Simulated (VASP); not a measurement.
## AlFe: electric field gradients with r2SCAN

AlFe:

```
Al Fe
1.0
     2.91000    0.00000    0.00000
     0.00000    2.91000    0.00000
     0.00000    0.00000    2.91000
Al Fe
1 1
Direct
  0.00000 0.00000 0.00000
  0.50000 0.50000 0.50000
```

- Program: VASP 6.6.1
- Task: electric field gradients
- Functional: r2SCAN
- Potentials or basis: VASP PAW PBE potentials, release 64 (Al, Fe)
- Cutoff: 520 eV
- k mesh: 11 × 11 × 11
- Occupations: fermi-dirac, width 0.05 eV
- Spin: collinear spin, ferromagnetic start
- Starting moments: [0.0, 3.0] μB
- Dipole correction: no
- Further INCAR settings: ALGO = Normal; EDIFF = 1e-08; NBANDS = 16

The pressure is -10.6 GPa. The net moment is 0.80 μB per cell and the site moments are Al -0.04; Fe +0.91 μB. The valence electrons inside the program's atomic spheres are Al 0.82; Fe 7.35.

Levels at points of the mesh, in eV from the Fermi level:
Spin up:
```
           k point  band 3  band 4  band 5  band 6  band 7  band 8  band 9  band 10
(0.00, 0.00, 0.00)   -2.66   -0.92   -0.92   -0.92    6.41    6.41    6.41     9.31
```
Spin down:
```tsv
k point	band 2	band 3	band 4	band 5	band 6	band 7	band 8	band 9
(0.00, 0.00, 0.00)	-2.11	-2.11	0.48	0.48	0.48	6.39	6.39	6.39
```

Wall time 59 s on 1 thread of Intel(R) Xeon(R) 6975P-C (Granite Rapids) (shared host), peak memory 0.17 GiB.

Caveat: without QUAD_EFG the Cq values of the log hold for a quadrupole moment of 1 mb, not for the nuclei; the PAW data sets were made with another functional, which shifts forces and pressure a little.
